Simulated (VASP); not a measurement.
# AlRu (Pm-3m) in VASP: a series of runs

The runs below take AlRu through single point, with PBE.

Everything below comes from runs of VASP 6.6.1. Logs are shortened: lines on timing, memory, paths and dates and some standing lists are left out, and cuts for length are marked.

**1. The cell of the first run**

The structure is cubic, space group Pm-3m (No. 221). The conventional cell has a = 2.992 Å, b = 2.992 Å, c = 2.992 Å, α = 90.00°, β = 90.00°, γ = 90.00°. Ru (site symmetry m-3m) has 8 Al at 2.59 Å and 6 Ru at 2.99 Å within 3.4 Å. Al (site symmetry m-3m) has 8 Ru at 2.59 Å and 6 Al at 2.99 Å within 3.4 Å.

**2. Single point, PBE**

The input, INCAR:

```
SYSTEM = AlRu
ALGO = Normal ; EDIFF = 1E-6
ENCUT = 520 ; GGA = PE
ISIF = 2 ; ISMEAR = 0
LASPH = .True. ; LCHARG = .True.
LELF = .True. ; LREAL = .False.
LVHAR = .True. ; LWAVE = .False.
NBANDS = 16 ; NELM = 80
PREC = Accurate ; SIGMA = 0.023
```

The input, KPOINTS:

```
k-points
0
Gamma
  9 9 9
  0 0 0
```

The input, POSCAR:

```
AlRu
1.0
    2.9916000000      0.0000000000      0.0000000000
    0.0000000000      2.9916000000      0.0000000000
    0.0000000000      0.0000000000      2.9916000000
Ru Al
1 1
Direct
    0.5000000000      0.5000000000      0.5000000000
    0.0000000000      0.0000000000      0.0000000000
```

Potentials or basis: VASP PAW PBE potentials, release 64 (Ru_pv, Al).

Started as:

```
$ cat potpaw_PBE.64/Ru_pv/POTCAR potpaw_PBE.64/Al/POTCAR > POTCAR
$ mpirun -np 1 vasp_std > vasp.out
```

OUTCAR:

```text
SYSTEM = AlRu
   EDIFF = 1E-6
   ENCUT = 520
   GGA = PE
   ISIF = 2
   ISMEAR = 0
   LASPH = .True.
   LREAL = .False.
   NELM = 80
   PREC = Accurate

 ion  position               nearest neighbor table
   1  0.500  0.500  0.500-   2 2.59   2 2.59   2 2.59   2 2.59   2 2.59   2 2.59   2 2.59   2 2.59

   2  0.000  0.000  0.000-   1 2.59   1 2.59   1 2.59   1 2.59   1 2.59   1 2.59   1 2.59   1 2.59

  LATTYP: Found a simple cubic cell.
 ALAT       =     2.9916000000

  Lattice vectors:

 A1 = (   2.9916000000,   0.0000000000,   0.0000000000)
 A2 = (   0.0000000000,   2.9916000000,   0.0000000000)
 A3 = (   0.0000000000,   0.0000000000,   2.9916000000)

Analysis of symmetry for initial positions (statically):
=====================================================================
 Subroutine PRICEL returns:
 Original cell was already a primitive cell.

 Routine SETGRP: Setting up the symmetry group for a
 simple cubic supercell.

 Subroutine GETGRP returns: Found 48 space group operations
[... 9 lines left out ...]

 Routine SETGRP: Setting up the symmetry group for a
 simple cubic supercell.

 Subroutine GETGRP returns: Found 48 space group operations
[... 11 lines left out ...]
                                     Primitive cell

  volume of cell :      26.7738

  direct lattice vectors                    reciprocal lattice vectors
     2.991600000  0.000000000  0.000000000     0.334269287  0.000000000  0.000000000
     0.000000000  2.991600000  0.000000000     0.000000000  0.334269287  0.000000000
     0.000000000  0.000000000  2.991600000     0.000000000  0.000000000  0.334269287

  length of vectors
     2.991600000  2.991600000  2.991600000     0.334269287  0.334269287  0.334269287

  position of ions in fractional coordinates (direct lattice)
     0.500000000  0.500000000  0.500000000
     0.000000000  0.000000000  0.000000000

  ion indices of the primitive-cell ions
   primitive index   ion index
                 1           1
                 2           2

----------------------------------------------------------------------------------------

 KPOINTS: k-points

Automatic generation of k-mesh.
 Grid dimensions read from file:
 generate k-points for:    9    9    9

 Generating k-lattice:

  Cartesian coordinates                     Fractional coordinates (reciprocal lattice)
     0.037141032  0.000000000  0.000000000     0.111111111  0.000000000  0.000000000
     0.000000000  0.037141032  0.000000000     0.000000000  0.111111111  0.000000000
     0.000000000  0.000000000  0.037141032     0.000000000  0.000000000  0.111111111

  Length of vectors
     0.037141032  0.037141032  0.037141032

  Shift w.r.t. Gamma in fractional coordinates (k-lattice)
     0.000000000  0.000000000  0.000000000

 Subroutine IBZKPT returns following result:
 ===========================================

 Found     35 irreducible k-points:

 Following reciprocal coordinates:
            Coordinates               Weight
  0.000000  0.000000  0.000000      1.000000
  0.111111  0.000000  0.000000      6.000000
  0.222222  0.000000  0.000000      6.000000
  0.333333  0.000000  0.000000      6.000000
  0.444444  0.000000  0.000000      6.000000
  0.111111  0.111111  0.000000     12.000000
[... 16 lines left out ...]
  0.333333  0.333333  0.111111     24.000000
  0.444444  0.333333  0.111111     48.000000
 [... further k-points ...]
   k-points           NKPTS =     35   k-points in BZ     NKDIM =     35   number of bands    NBANDS=     16
   number of dos      NEDOS =    301   number of ions     NIONS =      2
   total plane-waves  NPLWV =  13824
   dimension x,y,z NGX =    24 NGY =   24 NGZ =   24
   dimension x,y,z NGXF=    48 NGYF=   48 NGZF=   48
   ions per type =               1   1
   NGX,Y,Z   is equivalent  to a cutoff of  13.34, 13.34, 13.34 a.u.
   NGXF,Y,Z  is equivalent  to a cutoff of  26.67, 26.67, 26.67 a.u.
 SYSTEM =  AlRu
   PREC   = accura    normal or accurate (medium, high low for compatibility)
   ISTART =      0    job   : 0-new  1-cont  2-samecut
   ICHARG =      2    charge: 1-file 2-atom 10-const
   ISPIN  =      1    spin polarized calculation?
   LNONCOLLINEAR =      F non collinear calculations
   LSORBIT =      F    spin-orbit coupling
   LASPH  =      T    aspherical Exc in radial PAW
   ENCUT  =  520.0 eV  38.22 Ry    6.18 a.u.   5.56  5.56  5.56*2*pi/ulx,y,z
   NELM   =     80;   NELMIN=  2; NELMDL= -5     # of ELM steps
   EDIFF  = 0.1E-05   stopping-criterion for ELM
   LREAL  =      F    real-space projection
   EDIFFG = 0.1E-04   stopping-criterion for IOM
   NSW    =      0    number of steps for IOM
   IBRION =     -1    ionic relax: 0-MD 1-quasi-New 2-CG
   NFREE  =      0    steps in history (QN), initial steepest desc. (CG)
   ISIF   =      2    stress and relaxation
   ISYM   =      2    0-nonsym 1-usesym 2-fastsym
   POTIM  = 0.5000    time-step for ionic-motion
   TEBEG  =    0.0;   TEEND  =   0.0 temperature during run
   PSTRESS=    0.0 pullay stress
   NELECT =      17.0000    total number of electrons
   NUPDOWN=      -1.0000    fix difference up-down
   EMIN   =  10.00;   EMAX   =-10.00  energy-range for DOS
   EFERMI =   0.00;   METHOD = LEGACY
   ISMEAR =     0;   SIGMA  =   0.02  broadening in eV -4-tet -1-fermi 0-gaus
   EFERMI_NEDOS =   21; number of points for ismear=-14 and -15
   IALGO  =     38    algorithm
   IMIX   =      4    mixing-type and parameters
     AMIX     =   0.40;   BMIX     =  1.00
     AMIX_MAG =   1.60;   BMIX_MAG =  1.00
  volume/ion in A,a.u.               =      13.39        90.34
  Fermi-wavevector in a.u.,A,eV,Ry     =   1.407087  2.659009 26.938090  1.979894
  Thomas-Fermi vector in A             =   2.529382
   LORBIT       =      0    0 simple, 1 ext, 2 COOP (PROOUT), +10 PAW based schemes
   GGA     = PE    functional components
   LHFCALC =     F    Hartree Fock is set to
   AEXX    =    0.0000 exact exchange contribution
   IVDW    =     0    specifies the selected vdW correction
   LEPSILON=     F    determine dielectric tensor
   LRPA    =     F    only Hartree local field effects (RPA)
 non-spin polarized calculation
 Gauss-broadening in eV      SIGMA  =   0.02
  energy-cutoff  :      520.00
  volume of cell :       26.77
 maximum number of plane-waves:       739
 NGX is ok and might be reduce to    24
   NGX = 11   NGY = 11   NGZ = 11

 number of electron      16.9999995 magnetization

 Free energy of the ion-electron system (eV)
  ---------------------------------------------------
  ext. energy  EPLUGINS =         0.00000000
  ---------------------------------------------------
  free energy    TOTEN  =       -14.25177785 eV

  energy without entropy =      -14.25074969  energy(sigma->0) =      -14.25126377

 E-fermi :  10.6163     XC(G=0): -12.5690

 val. band max:       10.5999670747   @ k =   0.4444   0.4444   0.1111
 cond. band min:      10.6194440694   @ k =   0.4444   0.4444   0.1111
 fundamental gap:      0.0194769947
 Fermi energy:        10.6162841721

 k-point     1 :       0.0000    0.0000    0.0000
  band No.  band energies     occupation
      1     -31.0832      2.00000
      2     -31.0832      2.00000
      3     -31.0832      2.00000
      4       1.0424      2.00000
      5       7.1418      2.00000
      6       7.1418      2.00000
[... 8 lines left out ...]
     15      22.7783      0.00000
     16      25.8243      0.00000

 k-point     2 :       0.1111    0.0000    0.0000
  band No.  band energies     occupation
      1     -31.1079      2.00000
      2     -31.0811      2.00000
      3     -31.0811      2.00000
      4       1.2786      2.00000
      5       7.2172      2.00000
      6       7.2239      2.00000
[... 8 lines left out ...]
     15      22.7793      0.00000
     16      26.5889      0.00000

 k-point     3 :       0.2222    0.0000    0.0000
  band No.  band energies     occupation
      1     -31.1700      2.00000
      2     -31.0758      2.00000
      3     -31.0758      2.00000
      4       1.9612      2.00000
      5       7.2746      2.00000
      6       7.4434      2.00000
[... 8 lines left out ...]
     15      23.3643      0.00000
     16      27.7014      0.00000

 k-point     4 :       0.3333    0.0000    0.0000
  band No.  band energies     occupation
      1     -31.2401      2.00000
      2     -31.0698      2.00000
      3     -31.0698      2.00000
      4       3.0183      2.00000
      5       6.8538      2.00000
      6       7.7170      2.00000
[... 8 lines left out ...]
     15      23.8313      0.00000
     16      25.6667      0.00000

 k-point     5 :       0.4444    0.0000    0.0000
  band No.  band energies     occupation
      1     -31.2854      2.00000
      2     -31.0659      2.00000
      3     -31.0659      2.00000
      4       4.3270      2.00000
      5       5.7652      2.00000
      6       7.9127      2.00000
[... 8 lines left out ...]
     15      23.8724      0.00000
     16      23.8724      0.00000

 k-point     6 :       0.1111    0.1111    0.0000
  band No.  band energies     occupation
      1     -31.1067      2.00000
      2     -31.1047      2.00000
      3     -31.0790      2.00000
      4       1.5102      2.00000
      5       7.2921      2.00000
      6       7.3158      2.00000
[... 8 lines left out ...]
     15      22.8812      0.00000
     16      27.1788      0.00000
[... 267 lines left out ...]
 k-point    21 :       0.3333    0.2222    0.1111
  band No.  band energies     occupation
      1     -31.2273      2.00000
      2     -31.1515      2.00000
      3     -31.0860      2.00000
      4       3.8673      2.00000
      5       7.1230      2.00000
      6       8.0561      2.00000
[... 8 lines left out ...]
     15      23.4459      0.00000
     16      25.3920      0.00000

 k-point    22 :       0.4444    0.2222    0.1111
  band No.  band energies     occupation
      1     -31.2717      2.00000
      2     -31.1469      2.00000
      3     -31.0819      2.00000
      4       4.8293      2.00000
      5       6.2984      2.00000
      6       8.2291      2.00000
[... 8 lines left out ...]
     15      22.7812      0.00000
     16      24.5778      0.00000

 k-point    23 :       0.3333    0.3333    0.1111
  band No.  band energies     occupation
      1     -31.2209      2.00000
      2     -31.2175      2.00000
      3     -31.0797      2.00000
      4       4.4588      2.00000
      5       7.0400      2.00000
      6       8.2184      2.00000
[... 8 lines left out ...]
     15      24.1758      0.00000
     16      25.2192      0.00000

 k-point    24 :       0.4444    0.3333    0.1111
  band No.  band energies     occupation
      1     -31.2630      2.00000
      2     -31.2139      2.00000
      3     -31.0756      2.00000
      4       4.8766      2.00000
      5       6.9536      2.00000
      6       8.1926      2.00000
[... 8 lines left out ...]
     15      23.7641      0.00000
     16      24.2636      0.00000

 [... further k-points ...]
[... 5 lines left out ...]
  --------------------------------------------------------------------------------------
  -------------------------------------------------------------------------------------
  Total        0.4155816      0.4155816      0.4155816      0.0000000     -0.0000000      0.0000000
  in kB       24.8688854     24.8688854     24.8688854      0.0000000     -0.0000000      0.0000000
  external PRESSURE =      24.8688854 kB  Pullay stress =       0.0000000 kB

 VOLUME and BASIS-vectors are now :
 -----------------------------------------------------------------------------
  energy-cutoff  :      520.00
  volume of cell :       26.77
      direct lattice vectors                 reciprocal lattice vectors
     2.991600000  0.000000000  0.000000000     0.334269287  0.000000000  0.000000000
     0.000000000  2.991600000  0.000000000     0.000000000  0.334269287  0.000000000
     0.000000000  0.000000000  2.991600000     0.000000000  0.000000000  0.334269287

 POSITION                                       TOTAL-FORCE (eV/Angst)
 -----------------------------------------------------------------------------------
      1.49580      1.49580      1.49580         0.000000      0.000000      0.000000
      0.00000      0.00000      0.00000         0.000000      0.000000      0.000000
 -----------------------------------------------------------------------------------
    total drift:                                0.000000     -0.000000     -0.000000

  FREE ENERGIE OF THE ION-ELECTRON SYSTEM (eV)
  ---------------------------------------------------
  free  energy   TOTEN  =       -14.2517778488 eV

  energy  without entropy=      -14.2507496918  energy(sigma->0) =      -14.25126377
```

Run time: 12 s. Hardware: 1 thread of Intel Xeon 8259CL, shared host; peak memory 0.14 GiB.

Results:

| Quantity | Value |
| --- | --- |
| Free energy | -14.2518 eV |
| Pressure | 2.5 GPa |

**3. Single point, PBE**

The input, INCAR:

```
SYSTEM = AlRu
PREC = Accurate ; ENCUT = 520
EDIFF = 1E-6 ; ISMEAR = 0
SIGMA = 0.024 ; LREAL = .False.
LASPH = .True. ; NELM = 60
ALGO = Normal ; ISIF = 2
LWAVE = .False. ; LCHARG = .True.
GGA = PE ; LELF = .True.
LVHAR = .True. ; NBANDS = 16
```

The input, KPOINTS:

```
regular mesh
0
Gamma
  9 9 9
  0 0 0
```

POSCAR is that of step 2.

Potentials or basis: VASP PAW PBE potentials, release 64 (Ru_pv, Al).

Started as:

```
$ cat potpaw_PBE.64/Ru_pv/POTCAR potpaw_PBE.64/Al/POTCAR > POTCAR
$ mpirun -np 1 vasp_std > vasp.out
```

Wall time 17 s (1 thread of Intel Xeon 8259CL, shared host); peak memory 0.15 GiB.

The run converged. Its results:

```
Free energy : -14.2518 eV
Pressure    : 2.5 GPa
```

Levels at points of the mesh, in eV from the Fermi level:
| k point | band 7 | band 8 | band 9 | band 10 | band 11 | band 12 |
| --- | --- | --- | --- | --- | --- | --- |
| (0.00, 0.00, 0.00) | 0.25 | 0.25 | 0.25 | 6.18 | 6.18 | 6.18 |
